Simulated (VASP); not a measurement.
# SnGe2 (P4/mmm) in VASP: further runs

The runs below take SnGe2 through relaxation of cell and atoms, single point, with PBE.

Everything below comes from runs of VASP 6.6.1. Logs are shortened: lines on timing, memory, paths and dates and some standing lists are left out, and cuts for length are marked.

## (1) The cell of the first run

It takes space group P4/mmm (No. 123, tetragonal). Conventional cell: a = 3.746 Å, b = 3.746 Å, c = 5.080 Å, α = 90.00°, β = 90.00°, γ = 90.00°. Sn (site symmetry 4/mmm) has 8 Ge at 3.16 Å and 4 Sn at 3.75 Å within 4.2 Å. Within 3.5 Å of Ge (site symmetry mmm) lie 4 Ge at 2.65 Å and 4 Sn at 3.16 Å.

The cell was generated, and may not be a known phase.

## (2) Relaxation of cell and atoms, PBE

INCAR reads:

```
SYSTEM = SnGe2
ALGO     = Normal         ! electronic algorithm
EDIFF    = 1E-6           ! SCF threshold, eV
EDIFFG   = -0.04          ! ionic threshold
ENCUT    = 600            ! plane-wave cutoff, eV
GGA      = PE             ! functional
IBRION   = 2              ! ionic algorithm
ISIF     = 3              ! what is computed and relaxed
ISMEAR   = 0              ! smearing method
LASPH    = .TRUE.         ! aspherical terms in the spheres
LCHARG   = .FALSE.        ! write CHGCAR
LREAL    = .FALSE.        ! projectors in reciprocal space
LWAVE    = .FALSE.        ! write WAVECAR
NELM     = 60             ! most SCF steps
NSW      = 90             ! ionic steps
PREC     = Accurate       ! precision mode
SIGMA    = 0.1            ! smearing width, eV
```

KPOINTS reads:

```
k-points
0
G
  4 4 4
  0 0 0
```

POSCAR reads:

```
SnGe2
1.0
    3.7459931600      0.0000000000      0.0000000000
    0.0000000000      3.7459931600      0.0000000000
    0.0000000000      0.0000000000      5.0804677100
Sn Ge
1 2
Direct
    0.5000000000      0.5000000000      0.0000000000
    0.0000000000      0.5000000000      0.5000000000
    0.5000000000      0.0000000000      0.5000000000
```

Potentials or basis: VASP PAW PBE potentials, release 64 (Sn_d, Ge_d).

On the command line:

```console
cat potpaw_PBE.64/Sn_d/POTCAR potpaw_PBE.64/Ge_d/POTCAR > POTCAR
mpirun -np 1 vasp_std > vasp.out
```

OUTCAR:

```text
SYSTEM = SnGe2
   EDIFF = 1E-6
   EDIFFG = -0.04
   ENCUT = 600
   GGA = PE
   IBRION = 2
   ISIF = 3
   ISMEAR = 0
   LASPH = .TRUE.
   LREAL = .FALSE.
   NELM = 60
   NSW = 90
   PREC = Accurate

 ion  position               nearest neighbor table
   1  0.500  0.500  0.000-   2 3.16   3 3.16   2 3.16   3 3.16   3 3.16   3 3.16   2 3.16   2 3.16

   2  0.000  0.500  0.500-   3 2.65   3 2.65   3 2.65   3 2.65   1 3.16   1 3.16   1 3.16   1 3.16

   3  0.500  0.000  0.500-   2 2.65   2 2.65   2 2.65   2 2.65   1 3.16   1 3.16   1 3.16   1 3.16

  LATTYP: Found a simple tetragonal cell.
 ALAT       =     3.7459931600
 C/A-ratio  =     1.3562405197

  Lattice vectors:

 A1 = (   3.7459931600,   0.0000000000,   0.0000000000)
 A2 = (   0.0000000000,   3.7459931600,   0.0000000000)
 A3 = (   0.0000000000,   0.0000000000,   5.0804677100)

Analysis of symmetry for initial positions (statically):
=====================================================================
 Subroutine PRICEL returns:
 Original cell was already a primitive cell.

 Routine SETGRP: Setting up the symmetry group for a
 simple tetragonal supercell.

 Subroutine GETGRP returns: Found 16 space group operations
 (whereof 16 operations were pure point group operations)
 out of a pool of 16 trial point group operations.

The static configuration has the point symmetry D_4h.

Analysis of symmetry for dynamics (positions and initial velocities):
=====================================================================
 Subroutine PRICEL returns:
 Original cell was already a primitive cell.

 Routine SETGRP: Setting up the symmetry group for a
 simple tetragonal supercell.

 Subroutine GETGRP returns: Found 16 space group operations
 (whereof 16 operations were pure point group operations)
 out of a pool of 16 trial point group operations.

The dynamic configuration has the point symmetry D_4h.

 Subroutine INISYM returns: Found 16 space group operations
 (whereof 16 operations are pure point group operations),
 and found     1 'primitive' translations

----------------------------------------------------------------------------------------

                                     Primitive cell

  volume of cell :      71.2915

  direct lattice vectors                    reciprocal lattice vectors
     3.745993160  0.000000000  0.000000000     0.266951902  0.000000000  0.000000000
     0.000000000  3.745993160  0.000000000     0.000000000  0.266951902  0.000000000
     0.000000000  0.000000000  5.080467710     0.000000000  0.000000000  0.196832272

  length of vectors
     3.745993160  3.745993160  5.080467710     0.266951902  0.266951902  0.196832272

  position of ions in fractional coordinates (direct lattice)
     0.500000000  0.500000000  0.000000000
     0.000000000  0.500000000  0.500000000
     0.500000000  0.000000000  0.500000000

  ion indices of the primitive-cell ions
   primitive index   ion index
                 1           1
                 2           2
                 3           3

----------------------------------------------------------------------------------------

 KPOINTS: k-points

Automatic generation of k-mesh.
 Grid dimensions read from file:
 generate k-points for:    4    4    4

 Generating k-lattice:

  Cartesian coordinates                     Fractional coordinates (reciprocal lattice)
     0.066737976  0.000000000  0.000000000     0.250000000  0.000000000  0.000000000
     0.000000000  0.066737976  0.000000000     0.000000000  0.250000000  0.000000000
     0.000000000  0.000000000  0.049208068     0.000000000  0.000000000  0.250000000

  Length of vectors
     0.066737976  0.066737976  0.049208068

  Shift w.r.t. Gamma in fractional coordinates (k-lattice)
     0.000000000  0.000000000  0.000000000

 Subroutine IBZKPT returns following result:
 ===========================================

 Found     18 irreducible k-points:

 Following reciprocal coordinates:
            Coordinates               Weight
  0.000000  0.000000  0.000000      1.000000
  0.250000  0.000000  0.000000      4.000000
  0.500000  0.000000  0.000000      2.000000
  0.250000  0.250000  0.000000      4.000000
  0.500000  0.250000  0.000000      4.000000
  0.500000  0.500000  0.000000      1.000000
[... 10 lines left out ...]
  0.500000  0.250000  0.500000      4.000000
  0.500000  0.500000  0.500000      1.000000
   k-points           NKPTS =     18   k-points in BZ     NKDIM =     18   number of bands    NBANDS=     25
   number of dos      NEDOS =    301   number of ions     NIONS =      3
   total plane-waves  NPLWV =  37800
   dimension x,y,z NGX =    30 NGY =   30 NGZ =   42
   dimension x,y,z NGXF=    60 NGYF=   60 NGZF=   84
   ions per type =               1   2
   NGX,Y,Z   is equivalent  to a cutoff of  13.31, 13.31, 13.74 a.u.
   NGXF,Y,Z  is equivalent  to a cutoff of  26.63, 26.63, 27.49 a.u.
 SYSTEM =  SnGe2
   PREC   = accura    normal or accurate (medium, high low for compatibility)
   ISTART =      0    job   : 0-new  1-cont  2-samecut
   ICHARG =      2    charge: 1-file 2-atom 10-const
   ISPIN  =      1    spin polarized calculation?
   LNONCOLLINEAR =      F non collinear calculations
   LSORBIT =      F    spin-orbit coupling
   LASPH  =      T    aspherical Exc in radial PAW
   ENCUT  =  600.0 eV  44.10 Ry    6.64 a.u.   7.48  7.48 10.15*2*pi/ulx,y,z
   NELM   =     60;   NELMIN=  2; NELMDL= -5     # of ELM steps
   EDIFF  = 0.1E-05   stopping-criterion for ELM
   LREAL  =      F    real-space projection
   EDIFFG = -.4E-01   stopping-criterion for IOM
   NSW    =     90    number of steps for IOM
   IBRION =      2    ionic relax: 0-MD 1-quasi-New 2-CG
   NFREE  =      1    steps in history (QN), initial steepest desc. (CG)
   ISIF   =      3    stress and relaxation
   ISYM   =      2    0-nonsym 1-usesym 2-fastsym
   POTIM  = 0.5000    time-step for ionic-motion
   TEBEG  =    0.0;   TEEND  =   0.0 temperature during run
   PSTRESS=    0.0 pullay stress
   NELECT =      42.0000    total number of electrons
   NUPDOWN=      -1.0000    fix difference up-down
   EMIN   =  10.00;   EMAX   =-10.00  energy-range for DOS
   EFERMI =   0.00;   METHOD = LEGACY
   ISMEAR =     0;   SIGMA  =   0.10  broadening in eV -4-tet -1-fermi 0-gaus
   EFERMI_NEDOS =   21; number of points for ismear=-14 and -15
   IALGO  =     38    algorithm
   IMIX   =      4    mixing-type and parameters
     AMIX     =   0.40;   BMIX     =  1.00
     AMIX_MAG =   1.60;   BMIX_MAG =  1.00
  volume/ion in A,a.u.               =      23.76       160.37
  Fermi-wavevector in a.u.,A,eV,Ry     =   1.372394  2.593448 25.626089  1.883464
  Thomas-Fermi vector in A             =   2.498005
   LORBIT       =      0    0 simple, 1 ext, 2 COOP (PROOUT), +10 PAW based schemes
   GGA     = PE    functional components
   LHFCALC =     F    Hartree Fock is set to
   AEXX    =    0.0000 exact exchange contribution
   IVDW    =     0    specifies the selected vdW correction
   LEPSILON=     F    determine dielectric tensor
   LRPA    =     F    only Hartree local field effects (RPA)
 conjugate gradient relaxation of ions
 non-spin polarized calculation
 Gauss-broadening in eV      SIGMA  =   0.10
  energy-cutoff  :      600.00
  volume of cell :       71.29
 maximum number of plane-waves:      2413
 NGX is ok and might be reduce to    30
   NGX = 15   NGY = 15   NGZ = 21

--------------------------------------- Ionic step        1  -------------------------------------------

 number of electron      41.9999981 magnetization

 Free energy of the ion-electron system (eV)
  ---------------------------------------------------
  ext. energy  EPLUGINS =         0.00000000
  ---------------------------------------------------
  free energy    TOTEN  =       -11.94751972 eV

  energy without entropy =      -11.93157987  energy(sigma->0) =      -11.93954979

------------------------ aborting loop because EDIFF is reached ----------------------------------------

  FORCE on cell =-STRESS in cart. coord.  units (eV):
  Direction    XX          YY          ZZ          XY          YZ          ZX
  --------------------------------------------------------------------------------------
  -------------------------------------------------------------------------------------
  Total        0.7018789      0.7018789      0.4132972      0.0000000     -0.0000000     -0.0000000
  in kB       15.7737559     15.7737559      9.2882821      0.0000000     -0.0000000     -0.0000000
  external PRESSURE =      13.6119313 kB  Pullay stress =       0.0000000 kB
[... 92 lines left out ...]
  FREE ENERGIE OF THE ION-ELECTRON SYSTEM (eV)
  ---------------------------------------------------
  free  energy   TOTEN  =       -11.9564069222 eV

  energy  without entropy=      -11.9414998862  energy(sigma->0) =      -11.94895340

[... ionic steps 4 to 17 ...]

--------------------------------------- Ionic step       18  -------------------------------------------

 number of electron      42.0000047 magnetization

 E-fermi :   5.4463     XC(G=0):  -9.9876

 val. band max:        5.3980533311   @ k =   0.0000   0.0000   0.2500
 cond. band min:       5.5027583066   @ k =   0.2500   0.2500   0.5000
 fundamental gap:      0.1047049754
 Fermi energy:         5.4463300888

 k-point     1 :       0.0000    0.0000    0.0000
  band No.  band energies     occupation
      1     -19.0567      2.00000
      2     -19.0196      2.00000
      3     -19.0166      2.00000
      4     -19.0070      2.00000
      5     -19.0070      2.00000
      6     -18.9716      2.00000
[... 564 lines left out ...]
  energy  without entropy=      -12.2200988702  energy(sigma->0) =      -12.22320020

--------------------------------------- Ionic step       20  -------------------------------------------

 number of electron      42.0000045 magnetization

 Free energy of the ion-electron system (eV)
  ---------------------------------------------------
  ext. energy  EPLUGINS =         0.00000000
  ---------------------------------------------------
  free energy    TOTEN  =       -12.22632747 eV

  energy without entropy =      -12.22018370  energy(sigma->0) =      -12.22325558

 E-fermi :   5.7034     XC(G=0): -10.0955

 val. band max:        5.6692144530   @ k =   0.0000   0.0000   0.2500
 cond. band min:       5.7404987718   @ k =   0.2500   0.2500   0.5000
 fundamental gap:      0.0712843188
 Fermi energy:         5.7034118396

 k-point     1 :       0.0000    0.0000    0.0000
  band No.  band energies     occupation
      1     -18.8261      2.00000
      2     -18.7857      2.00000
      3     -18.7845      2.00000
      4     -18.7737      2.00000
      5     -18.7737      2.00000
      6     -18.7343      2.00000
[... 523 lines left out ...]
  FREE ENERGIE OF THE ION-ELECTRON SYSTEM (eV)
  ---------------------------------------------------
  free  energy   TOTEN  =       -12.2263274658 eV

  energy  without entropy=      -12.2201836993  energy(sigma->0) =      -12.22325558

 reached required accuracy - stopping structural energy minimisation
```

It took 6.4 min on 1 thread of Intel Xeon Platinum 8559C (Emerald Rapids), shared host; peak memory 0.21 GiB.

Results:

* Free energy: -12.2263 eV
* Relaxed volume: 24.60 Å³/atom
* Relaxed cell: a = 4.145 Å, b = 4.145 Å, c = 4.296 Å, α = 90.00°, β = 90.00°, γ = 90.00°
* Space group after relaxing (to 0.1 Å): P4/mmm (No. 123)
* Energy gained by relaxing: 92.9 meV/atom
* Ionic steps: 20
* Pressure after relaxing: 0.0 GPa
* Band gap on the k mesh: zero (bands 21 and 22 overlap by 4.39 eV)

Step by step:
```
step  energy change (eV)  largest force (eV/Å)  pressure (GPa)  volume (Å³)
   1              0.0000                0.0000            1.36        71.29
   2             -0.0089                0.0000           -0.22        73.39
   3             -0.0089                0.0000           -0.02        73.28
   4             -0.0089                0.0000           -0.08        73.35
   5             -0.0131                0.0000           -0.08        73.57
   6             -0.0209                0.0000           -0.27        74.08
   7             -0.0654                0.0000           -0.72        75.02
   8             -0.2149                0.0000           -2.03        76.52
   9             -0.0250                0.0000           -2.13        77.88
  10             -0.2481                0.0000           -2.26        77.04
  11             -0.2525                0.0000           -2.27        77.17
  12             -0.2536                0.0000           -2.28        77.15
  13             -0.2546                0.0000           -2.22        77.12
  14             -0.2541                0.0000           -2.13        77.05
  15             -0.2548                0.0000           -2.26        77.10
  16             -0.2570                0.0000           -2.09        76.94
  17             -0.2628                0.0000           -1.66        76.47
  18             -0.2719                0.0000           -1.24        75.53
  19             -0.2788                0.0000            0.09        73.68
  20             -0.2788                0.0000           -0.03        73.79
```

Final structure:
```
Sn Ge
1.0
     4.14477    0.00000    0.00000
     0.00000    4.14477    0.00000
     0.00000    0.00000    4.29556
Sn Ge
1 2
Direct
  0.50000 0.50000 0.00000
  0.00000 0.50000 0.50000
  0.50000 0.00000 0.50000
```

Levels at points of the mesh, in eV from the Fermi level:
```csv
k point,band 17,band 18,band 19,band 20,band 21,band 22,band 23,band 24,band 25
"(0.00, 0.00, 0.00)",-4.75,-3.82,-3.00,-2.64,-2.64,2.69,3.15,4.28,4.28
"(0.50, 0.00, 0.00)",-8.93,-3.35,-1.57,-1.21,0.44,0.79,1.11,1.43,1.52
"(0.50, 0.50, 0.00)",-8.17,-8.01,-3.72,0.54,0.83,0.93,0.93,1.97,1.97
"(0.00, 0.00, 0.50)",-8.36,-4.42,-1.44,-1.44,1.11,1.30,1.30,1.94,2.98
"(0.50, 0.00, 0.50)",-8.17,-7.32,-3.86,-0.04,0.48,1.13,1.92,1.96,2.72
"(0.50, 0.50, 0.50)",-7.37,-6.11,-5.54,-3.30,-3.29,-3.29,2.55,8.75,8.78
```

Caveat: the k points lie up to 0.38 Å⁻¹ apart in the final cell, too coarse for converged energies and pressures of a metal; a cell axis changed by over 15 % at a fixed basis, so the end point is rough; spin-orbit coupling is left out, which moves the levels of the heavy elements.

[end of part 1 of 2]

The gap in the log of VASP goes by the Fermi energy; the results here count the filled bands.